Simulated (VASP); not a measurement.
Here is a VASP 6.6.1 calculation.

File INCAR:

```
SYSTEM = NaCa2
  PREC = Accurate
  ENCUT = 520
  EDIFF = 1E-6
  ISMEAR = 0
  SIGMA = 0.1
  LREAL = .FALSE.
  LASPH = .TRUE.
  NELM = 60
  ALGO = Fast
  ISIF = 2
  LWAVE = .FALSE.
  LCHARG = .FALSE.
  GGA = PE
  NBANDS = 36
```

The input KPOINTS:

```
regular mesh
0
G
  10 6 4
  0 0 0
```

Contents of POSCAR:

```
NaCa2
1.0
    3.7998158898      0.0000000000      0.1119266202
    0.0000000000      6.0823710995      0.0000000000
   -0.3645338749      0.0000000000     10.6120299936
Na Ca
2 4
Direct
    0.0012193514      0.7500000000      0.7499736130
    0.9987806486      0.2500000000      0.2500263870
    0.2834440017      0.2500000000      0.5836330578
    0.2832456835      0.7500000000      0.0838861169
    0.7165559983      0.7500000000      0.4163669422
    0.7167543165      0.2500000000      0.9161138831
```

Potentials or basis: VASP PAW PBE potentials, release 64 (Na_pv, Ca_sv).

Run with:

```console
$ cat potpaw_PBE.64/Na_pv/POTCAR potpaw_PBE.64/Ca_sv/POTCAR > POTCAR
$ mpirun -np 1 vasp_std > vasp.out
```

Task: What does it give for the band gap on the k mesh?

Result: Zero (bands 27 and 28 overlap by 1.78 eV).

Task: Predict the largest force.

Result: 0.007 eV/Å.

Task: Estimate the pressure.

Result: 0.0 GPa.

Forces in eV/Å, atoms in the order of the input:
```
Na   0.000  0.000  0.001
Na   0.000  0.000 -0.001
Ca   0.005  0.000 -0.003
Ca   0.006  0.000 -0.004
Ca  -0.005  0.000  0.003
Ca  -0.006  0.000  0.004
```
